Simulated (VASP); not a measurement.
Wanted: the native input for a VASP 6.6.1 run.

| Quantity | Value |
| --- | --- |
| Task | electric field gradients |
| Functional | LDA |
| Potentials or basis | VASP PAW LDA potentials, release 64 (Ag, Pt) |
| Cutoff | 520 eV |
| k mesh | 9 × 9 × 9 |
| Occupations | fermi-dirac, width 0.08 eV |
| Spin | no spin polarisation |
| Dipole correction | no |
| Further INCAR settings | ALGO = Normal; EDIFF = 1e-08; NBANDS = 28 |

The structure of AgPt3 lies in POSCAR:

```
AgPt3
1.0
    3.9000000000      0.0000000000      0.0000000000
    0.0000000000      3.9000000000      0.0000000000
    0.0000000000      0.0000000000      3.8610000000
Ag Pt
1 3
Direct
    0.0000000000      0.0000000000      0.0000000000
    0.0000000000      0.5000000000      0.5000000000
    0.5000000000      0.0000000000      0.5000000000
    0.5000000000      0.5000000000      0.0000000000
```

This cell differs from its parent crystal: zz strain of -1 %.

These files were run (other wordings do the same):

INCAR

```
SYSTEM = AgPt3
PREC = Accurate
ENCUT = 520
EDIFF = 1E-8
ISMEAR = -1
SIGMA = 0.08
LREAL = .False.
LASPH = .True.
NELM = 80
ALGO = Normal
ISIF = 2
LWAVE = .False.
LCHARG = .False.
LEFG = .True.
NBANDS = 28
```

KPOINTS

```
regular mesh
0
Gamma
  9 9 9
  0 0 0
```

Potentials or basis: VASP PAW LDA potentials, release 64 (Ag, Pt).

Command:

```console
$ cat potpaw_LDA.64/Ag/POTCAR potpaw_LDA.64/Pt/POTCAR > POTCAR
$ mpirun -np 1 vasp_std > vasp.out
```

It gave:

```json
{
  "Pressure": "5.8 GPa",
  "Band gap on the k mesh": "zero (an odd number of electrons rules out a gap without spin polarisation)",
  "Largest electric field gradient by atom": "Ag -1.3; Pt -14.6, -20.6 (each value once) V/Å²"
}
```

Caveat: the cell differs from its parent crystal (zz strain of -1 %); the cell stands under pressure; without QUAD_EFG the Cq values of the log hold for a quadrupole moment of 1 mb, not for the nuclei; spin-orbit coupling is left out, which moves the levels of the heavy elements.

Wall time 3.9 min on 1 thread of Intel Xeon 8259CL (shared host), peak memory 0.23 GiB.
